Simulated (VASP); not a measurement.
Crystal: Sn3TeO2.

```
Sn Te O
1.0
     4.26810    0.00000    0.00000
    -2.13405    3.69628    0.00000
     0.00000    0.00000    8.54838
Sn Te O
3 1 2
Direct
  0.00000 0.00000 0.50000
  0.33333 0.66667 0.00000
  0.33333 0.66667 0.50000
  0.00000 0.00000 0.00000
  0.66667 0.33333 0.23765
  0.66667 0.33333 0.76235
```

The cell was generated, and may not be a known phase.

```yaml
Program: VASP 6.6.1
Task: relaxation of cell and atoms
Functional: PBE
Potentials_or_basis: VASP PAW PBE potentials, release 64 (Sn_d, Te, O)
Cutoff: 600 eV
k_mesh: 6 × 6 × 2
Occupations: gaussian, width 0.1 eV
Spin: no spin polarisation
```

At the start: pressure 16.9 GPa; volume 22.48 Å³/atom.

Task: How do energy, volume and symmetry change on relaxing?

Result: Over 19 steps the energy falls by 693.9 meV/atom and the volume is 21.67 Å³/atom (-3.6 %); space group P-6m2 (No. 187, to 0.1 Å) before and after.

The path:
| step | energy change (eV) | largest force (eV/Å) | pressure (GPa) | volume (Å³) |
| --- | --- | --- | --- | --- |
| 1 | 0.0000 | 0.2433 | 16.86 | 134.86 |
| 2 | -2.4020 | 0.1834 | -7.58 | 182.28 |
| 3 | -2.9354 | 0.0438 | -3.57 | 163.75 |
| 4 | -3.4405 | 0.0414 | -3.27 | 152.89 |
| 5 | -3.9713 | 0.2101 | 4.14 | 120.63 |
| 6 | -4.0547 | 0.1136 | -0.82 | 133.60 |
| 7 | -4.0945 | 0.1807 | 0.25 | 129.57 |
| 8 | -4.0976 | 0.2017 | 0.66 | 128.25 |
| 9 | -4.0971 | 0.2116 | 0.89 | 127.55 |
| 10 | -4.1069 | 0.2122 | -0.26 | 129.30 |
| 11 | -4.1073 | 0.2138 | -0.09 | 129.03 |
| 12 | -4.1142 | 0.1986 | -0.08 | 129.08 |
| 13 | -4.1320 | 0.1603 | -0.09 | 129.24 |
| 14 | -4.1545 | 0.0773 | 0.04 | 129.55 |
| 15 | -4.1380 | 0.0938 | 0.86 | 130.18 |
| 16 | -4.1586 | 0.0050 | 0.25 | 129.77 |
| 17 | -4.1624 | 0.0016 | -0.26 | 130.80 |
| 18 | -4.1624 | 0.0019 | -0.24 | 130.78 |
| 19 | -4.1633 | 0.0048 | 0.05 | 130.03 |

Final structure:
```
Sn Te O
1.0
     4.84970    0.00000    0.00000
    -2.42485    4.19996    0.00000
     0.00000    0.00000    6.38408
Sn Te O
3 1 2
Direct
  0.00000 0.00000 0.50000
  0.33333 0.66667 0.00000
  0.33333 0.66667 0.50000
  0.00000 0.00000 0.00000
  0.66667 0.33333 0.27911
  0.66667 0.33333 0.72089
```

Caveat: the k points lie up to 0.49 Å⁻¹ apart in the final cell, too coarse for converged energies and pressures of a metal; a cell axis changed by over 15 % at a fixed basis, so the end point is rough.
